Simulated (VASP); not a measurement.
# CdH2 (Fm-3m) in VASP: notebook

The runs below take CdH2 through single point, with PBE, HSE06.

Everything below comes from runs of VASP 6.6.1. Logs are shortened: lines on timing, memory, paths and dates and some standing lists are left out, and cuts for length are marked.

### Step 1. The cell of the first run

Symmetry: Fm-3m, No. 225, cubic system. The conventional cell has a = 5.054 Å, b = 5.054 Å, c = 5.054 Å, α = 90.00°, β = 90.00°, γ = 90.00°. Cd (site symmetry m-3m) has 8 H at 2.19 Å within 2.9 Å. Within 2.9 Å of H (site symmetry -43m) lie 4 Cd at 2.19 Å and 6 H at 2.53 Å.

### Step 2. Single point, PBE

INCAR reads:

```
SYSTEM = CdH2
ALGO     = Normal         ! electronic algorithm
EDIFF    = 1E-6           ! SCF threshold, eV
ENCUT    = 520            ! plane-wave cutoff, eV
GGA      = PE             ! functional
ISIF     = 2              ! what is computed and relaxed
ISMEAR   = -1             ! smearing method
LASPH    = .TRUE.         ! aspherical terms in the spheres
LCHARG   = .TRUE.         ! write CHGCAR
LELF     = .TRUE.         ! ELF
LREAL    = .FALSE.        ! projectors in reciprocal space
LVHAR    = .TRUE.       
LWAVE    = .FALSE.        ! write WAVECAR
NBANDS   = 14             ! bands
NELM     = 100            ! most SCF steps
PREC     = Accurate       ! precision mode
SIGMA    = 0.02           ! smearing width, eV
```

KPOINTS reads:

```
k-points
0
G
  6 6 6
  0 0 0
```

POSCAR reads:

```
CdH2
1.0
    0.0000000000      2.5271675575      2.5271675575
    2.5271675575      0.0000000000      2.5271675575
    2.5271675575      2.5271675575      0.0000000000
Cd H
1 2
Direct
    0.0000000000      0.0000000000      0.0000000000
    0.2500000000      0.2500000000      0.2500000000
    0.7500000000      0.7500000000      0.7500000000
```

Potentials or basis: VASP PAW PBE potentials, release 64 (Cd, H).

Run with:

```console
> cat potpaw_PBE.64/Cd/POTCAR potpaw_PBE.64/H/POTCAR > POTCAR
> mpirun -np 1 vasp_std > vasp.out
```

OUTCAR:

```text
SYSTEM = CdH2
   EDIFF = 1E-6
   ENCUT = 520
   GGA = PE
   ISIF = 2
   ISMEAR = -1
   LASPH = .TRUE.
   LREAL = .FALSE.
   NELM = 100
   PREC = Accurate

 ion  position               nearest neighbor table
   1  0.000  0.000  0.000-   3 2.19   3 2.19   3 2.19   2 2.19   3 2.19   2 2.19   2 2.19   2 2.19

   2  0.250  0.250  0.250-   1 2.19   1 2.19   1 2.19   1 2.19
   3  0.750  0.750  0.750-   1 2.19   1 2.19   1 2.19   1 2.19

  LATTYP: Found a face centered cubic cell.
 ALAT       =     5.0543351150

  Lattice vectors:

 A1 = (   0.0000000000,   2.5271675575,   2.5271675575)
 A2 = (   2.5271675575,   0.0000000000,   2.5271675575)
 A3 = (   2.5271675575,   2.5271675575,   0.0000000000)

Analysis of symmetry for initial positions (statically):
=====================================================================
 Subroutine PRICEL returns:
 Original cell was already a primitive cell.

 Routine SETGRP: Setting up the symmetry group for a
 face centered cubic supercell.

 Subroutine GETGRP returns: Found 48 space group operations
 (whereof 48 operations were pure point group operations)
 out of a pool of 48 trial point group operations.

The static configuration has the point symmetry O_h .

Analysis of symmetry for dynamics (positions and initial velocities):
=====================================================================
 Subroutine PRICEL returns:
 Original cell was already a primitive cell.

 Routine SETGRP: Setting up the symmetry group for a
 face centered cubic supercell.

 Subroutine GETGRP returns: Found 48 space group operations
 (whereof 48 operations were pure point group operations)
 out of a pool of 48 trial point group operations.

The dynamic configuration has the point symmetry O_h .

 Subroutine INISYM returns: Found 48 space group operations
 (whereof 48 operations are pure point group operations),
 and found     1 'primitive' translations

----------------------------------------------------------------------------------------

                                     Primitive cell

  volume of cell :      32.2799

  direct lattice vectors                    reciprocal lattice vectors
     0.000000000  2.527167557  2.527167557    -0.197849960  0.197849960  0.197849960
     2.527167557  0.000000000  2.527167557     0.197849960 -0.197849960  0.197849960
     2.527167557  2.527167557  0.000000000     0.197849960  0.197849960 -0.197849960

  length of vectors
     3.573954634  3.573954634  3.573954634     0.342686183  0.342686183  0.342686183

  position of ions in fractional coordinates (direct lattice)
     0.000000000  0.000000000  0.000000000
     0.250000000  0.250000000  0.250000000
     0.750000000  0.750000000  0.750000000

  ion indices of the primitive-cell ions
   primitive index   ion index
                 1           1
                 2           2
                 3           3

----------------------------------------------------------------------------------------

 KPOINTS: k-points

Automatic generation of k-mesh.
 Grid dimensions read from file:
 generate k-points for:    6    6    6

 Generating k-lattice:

  Cartesian coordinates                     Fractional coordinates (reciprocal lattice)
    -0.032974993  0.032974993  0.032974993     0.166666667  0.000000000  0.000000000
     0.032974993 -0.032974993  0.032974993     0.000000000  0.166666667  0.000000000
     0.032974993  0.032974993 -0.032974993     0.000000000  0.000000000  0.166666667

  Length of vectors
     0.057114364  0.057114364  0.057114364

  Shift w.r.t. Gamma in fractional coordinates (k-lattice)
     0.000000000  0.000000000  0.000000000

 Subroutine IBZKPT returns following result:
 ===========================================

 Found     16 irreducible k-points:

 Following reciprocal coordinates:
            Coordinates               Weight
  0.000000  0.000000  0.000000      1.000000
  0.166667  0.000000  0.000000      8.000000
  0.333333  0.000000  0.000000      8.000000
  0.500000  0.000000  0.000000      4.000000
  0.166667  0.166667  0.000000      6.000000
  0.333333  0.166667  0.000000     24.000000
[... 8 lines left out ...]
 -0.333333  0.333333  0.166667     24.000000
 -0.333333  0.500000  0.166667     12.000000
   k-points           NKPTS =     16   k-points in BZ     NKDIM =     16   number of bands    NBANDS=     14
   number of dos      NEDOS =    301   number of ions     NIONS =      3
   total plane-waves  NPLWV =  21952
   dimension x,y,z NGX =    28 NGY =   28 NGZ =   28
   dimension x,y,z NGXF=    56 NGYF=   56 NGZF=   56
   ions per type =               1   2
   NGX,Y,Z   is equivalent  to a cutoff of  13.02, 13.02, 13.02 a.u.
   NGXF,Y,Z  is equivalent  to a cutoff of  26.05, 26.05, 26.05 a.u.
 SYSTEM =  CdH2
   PREC   = accura    normal or accurate (medium, high low for compatibility)
   ISTART =      0    job   : 0-new  1-cont  2-samecut
   ICHARG =      2    charge: 1-file 2-atom 10-const
   ISPIN  =      1    spin polarized calculation?
   LNONCOLLINEAR =      F non collinear calculations
   LSORBIT =      F    spin-orbit coupling
   LASPH  =      T    aspherical Exc in radial PAW
   ENCUT  =  520.0 eV  38.22 Ry    6.18 a.u.   6.65  6.65  6.65*2*pi/ulx,y,z
   NELM   =    100;   NELMIN=  2; NELMDL= -5     # of ELM steps
   EDIFF  = 0.1E-05   stopping-criterion for ELM
   LREAL  =      F    real-space projection
   EDIFFG = 0.1E-04   stopping-criterion for IOM
   NSW    =      0    number of steps for IOM
   IBRION =     -1    ionic relax: 0-MD 1-quasi-New 2-CG
   NFREE  =      0    steps in history (QN), initial steepest desc. (CG)
   ISIF   =      2    stress and relaxation
   ISYM   =      2    0-nonsym 1-usesym 2-fastsym
   POTIM  = 0.5000    time-step for ionic-motion
   TEBEG  =    0.0;   TEEND  =   0.0 temperature during run
   PSTRESS=    0.0 pullay stress
   NELECT =      14.0000    total number of electrons
   NUPDOWN=      -1.0000    fix difference up-down
   EMIN   =  10.00;   EMAX   =-10.00  energy-range for DOS
   EFERMI =   0.00;   METHOD = LEGACY
   ISMEAR =    -1;   SIGMA  =   0.02  broadening in eV -4-tet -1-fermi 0-gaus
   EFERMI_NEDOS =   21; number of points for ismear=-14 and -15
   IALGO  =     38    algorithm
   IMIX   =      4    mixing-type and parameters
     AMIX     =   0.40;   BMIX     =  1.00
     AMIX_MAG =   1.60;   BMIX_MAG =  1.00
  volume/ion in A,a.u.               =      10.76        72.61
  Fermi-wavevector in a.u.,A,eV,Ry     =   1.239196  2.341742 20.893211  1.535608
  Thomas-Fermi vector in A             =   2.373690
   LORBIT       =      0    0 simple, 1 ext, 2 COOP (PROOUT), +10 PAW based schemes
   GGA     = PE    functional components
   LHFCALC =     F    Hartree Fock is set to
   AEXX    =    0.0000 exact exchange contribution
   IVDW    =     0    specifies the selected vdW correction
   LEPSILON=     F    determine dielectric tensor
   LRPA    =     F    only Hartree local field effects (RPA)
 non-spin polarized calculation
  energy-cutoff  :      520.00
  volume of cell :       32.28
 maximum number of plane-waves:       893
 NGX is ok and might be reduce to    28
   NGX = 13   NGY = 13   NGZ = 13

 number of electron      13.9999998 magnetization

 Free energy of the ion-electron system (eV)
  ---------------------------------------------------
  ext. energy  EPLUGINS =         0.00000000
  ---------------------------------------------------
  free energy    TOTEN  =        -5.83071680 eV

  energy without entropy =       -5.82879977  energy(sigma->0) =       -5.82975828

 E-fermi :   1.7308     XC(G=0): -10.0495

 val. band max:        1.7174388987   @ k =   0.1667   0.0000   0.0000
 cond. band min:       1.7523634101   @ k =   0.3333   0.3333   0.0000
 fundamental gap:      0.0349245114
 Fermi energy:         1.7307860409

 k-point     1 :       0.0000    0.0000    0.0000
  band No.  band energies     occupation
      1      -8.0440      2.00000
      2      -7.1707      2.00000
      3      -7.1707      2.00000
      4      -7.1707      2.00000
      5      -6.9055      2.00000
      6      -6.9055      2.00000
      7       1.9310      0.00009
      8      12.1614      0.00000
      9      12.1614      0.00000
     10      12.1614      0.00000
     11      12.1908      0.00000
     12      13.8193      0.00000
     13      13.8193      0.00000
     14      13.8193      0.00000

 k-point     2 :       0.1667    0.0000    0.0000
  band No.  band energies     occupation
      1      -7.6669      2.00000
      2      -7.1639      2.00000
      3      -7.1245      2.00000
      4      -7.1245      2.00000
      5      -6.9055      2.00000
      6      -6.9055      2.00000
      7       1.7174      1.32182
      8       8.5016      0.00000
      9      10.7339      0.00000
     10      11.0311      0.00000
     11      11.0311      0.00000
     12      15.2772      0.00000
     13      15.2772      0.00000
     14      16.0524      0.00000

 k-point     3 :       0.3333    0.0000    0.0000
  band No.  band energies     occupation
      1      -7.7673      2.00000
      2      -7.1114      2.00000
      3      -7.1114      2.00000
      4      -6.8205      2.00000
      5      -6.8205      2.00000
      6      -5.7535      2.00000
      7      -0.1150      2.00000
      8       6.7819      0.00000
      9       8.7877      0.00000
     10       9.9759      0.00000
     11       9.9759      0.00000
     12      13.7888      0.00000
     13      13.7888      0.00000
     14      18.2996      0.00000
[... 188 lines left out ...]
 k-point    15 :      -0.3333    0.3333    0.1667
  band No.  band energies     occupation
      1      -7.5720      2.00000
      2      -7.3739      2.00000
      3      -7.1020      2.00000
      4      -6.9080      2.00000
      5      -6.7656      2.00000
      6      -2.1307      2.00000
      7      -2.0898      2.00000
      8       2.4855      0.00000
      9       4.8153      0.00000
     10      10.0904      0.00000
     11      10.7534      0.00000
     12      15.8405      0.00000
     13      17.1318      0.00000
     14      19.2317      0.00000

 k-point    16 :      -0.3333    0.5000    0.1667
  band No.  band energies     occupation
      1      -7.7121      2.00000
      2      -7.2100      2.00000
      3      -7.1667      2.00000
      4      -6.8256      2.00000
      5      -6.7217      2.00000
      6      -2.6288      2.00000
      7      -0.2820      2.00000
      8       1.0568      2.00000
      9       4.2305      0.00000
     10       8.5739      0.00000
     11      12.7224      0.00000
     12      13.2967      0.00000
     13      18.9158      0.00000
     14      20.9611      0.00000

------------------------ aborting loop because EDIFF is reached ----------------------------------------

  FORCE on cell =-STRESS in cart. coord.  units (eV):
  Direction    XX          YY          ZZ          XY          YZ          ZX
  --------------------------------------------------------------------------------------
  -------------------------------------------------------------------------------------
  Total        0.3803269      0.3803269      0.3803269     -0.0000000     -0.0000000      0.0000000
  in kB       18.8771097     18.8771097     18.8771097     -0.0000000     -0.0000000      0.0000000
  external PRESSURE =      18.8771097 kB  Pullay stress =       0.0000000 kB

 VOLUME and BASIS-vectors are now :
 -----------------------------------------------------------------------------
  energy-cutoff  :      520.00
  volume of cell :       32.28
      direct lattice vectors                 reciprocal lattice vectors
     0.000000000  2.527167557  2.527167557    -0.197849960  0.197849960  0.197849960
     2.527167557  0.000000000  2.527167557     0.197849960 -0.197849960  0.197849960
     2.527167557  2.527167557  0.000000000     0.197849960  0.197849960 -0.197849960

 POSITION                                       TOTAL-FORCE (eV/Angst)
 -----------------------------------------------------------------------------------
      0.00000      0.00000      0.00000        -0.000000     -0.000000     -0.000000
      1.26358      1.26358      1.26358         0.000000     -0.000000      0.000000
      3.79075      3.79075      3.79075         0.000000      0.000000     -0.000000
 -----------------------------------------------------------------------------------
    total drift:                               -0.000000     -0.000000      0.000000

  FREE ENERGIE OF THE ION-ELECTRON SYSTEM (eV)
  ---------------------------------------------------
  free  energy   TOTEN  =        -5.8307167960 eV

  energy  without entropy=       -5.8287997710  energy(sigma->0) =       -5.82975828
```

Wall time 20 s (1 thread of Intel Xeon 8259CL, shared host); peak memory 0.15 GiB.

What came out:

```yaml
Free_energy: -5.8307 eV
Pressure: 1.9 GPa
Band_gap_on_the_k_mesh: zero (bands 7 and 8 overlap by 0.87 eV)
```

Caveat: the structure was generated, so it needn't be the stable form of CdH2.

### Step 3. Single point, HSE06

POSCAR is that of step 2.

INCAR.step1 reads:

```
ALGO     = Normal         # electronic algorithm
EDIFF    = 1E-5           # SCF threshold, eV
ENCUT    = 520            # plane-wave cutoff, eV
GGA      = PE             # functional
ISIF     = 2              # what is computed and relaxed
ISMEAR   = -1             # smearing method
LASPH    = True           # aspherical terms in the spheres
LCHARG   = False          # write CHGCAR
LREAL    = False          # projectors in reciprocal space
LWAVE    = True           # write WAVECAR
NBANDS   = 14             # bands
NELM     = 60             # most SCF steps
PREC     = Accurate       # precision mode
SIGMA    = 0.02           # smearing width, eV
```

INCAR.step2 reads:

```
ALGO     = Normal         # electronic algorithm
EDIFF    = 1E-6           # SCF threshold, eV
ENCUT    = 520            # plane-wave cutoff, eV
GGA      = PE             # functional
HFSCREEN = 0.2079         # screening, 1/A
ISIF     = 2              # what is computed and relaxed
ISMEAR   = -1             # smearing method
ISTART   = 1            
LASPH    = True           # aspherical terms in the spheres
LCHARG   = False          # write CHGCAR
LHFCALC  = True           # exact exchange
LREAL    = False          # projectors in reciprocal space
LWAVE    = False          # write WAVECAR
NBANDS   = 14             # bands
NELM     = 60             # most SCF steps
PREC     = Accurate       # precision mode
PRECFOCK = Normal       
SIGMA    = 0.02           # smearing width, eV
```

KPOINTS reads:

```
k-points
0
Gamma
  4 4 4
```

Potentials or basis: VASP PAW PBE potentials, release 64 (Cd, H).

Run with:

```console
> cat potpaw_PBE.64/Cd/POTCAR potpaw_PBE.64/H/POTCAR > POTCAR
> cp INCAR.step1 INCAR
> mpirun -np 1 vasp_std > vasp.out
> cp INCAR.step2 INCAR
> mpirun -np 1 vasp_std > vasp.out
```

Run time: 7.6 min. Hardware: 1 thread of Intel Xeon 8259CL, shared host; peak memory 0.26 GiB.

It converged, with:

```yaml
Free_energy: -7.0276 eV
Pressure: 1.0 GPa
Band_gap_on_the_k_mesh: zero (bands 7 and 8 overlap by 0.52 eV)
```

Levels at points of the mesh, in eV from the Fermi level:
```csv
k point,band 3,band 4,band 5,band 6,band 7,band 8,band 9,band 10,band 11,band 12
"(0.00, 0.00, 0.00)",-10.43,-10.43,-10.14,-10.14,0.30,11.56,11.56,11.56,11.81,13.00
"(0.50, 0.00, 0.00)",-10.38,-10.00,-10.00,-5.88,-5.08,6.46,6.70,8.88,8.88,12.32
"(0.50, 0.50, 0.00)",-9.99,-9.99,-9.97,-6.07,-0.39,-0.22,4.70,4.70,8.62,15.90
```

Caveat: the k points lie up to 0.54 Å⁻¹ apart, too coarse for converged energies and pressures of a metal; the structure was generated, so it needn't be the stable form of CdH2; the PAW data sets were made with another functional, which shifts forces and pressure a little.

The gap in the log of VASP goes by the Fermi energy; the results here count the filled bands.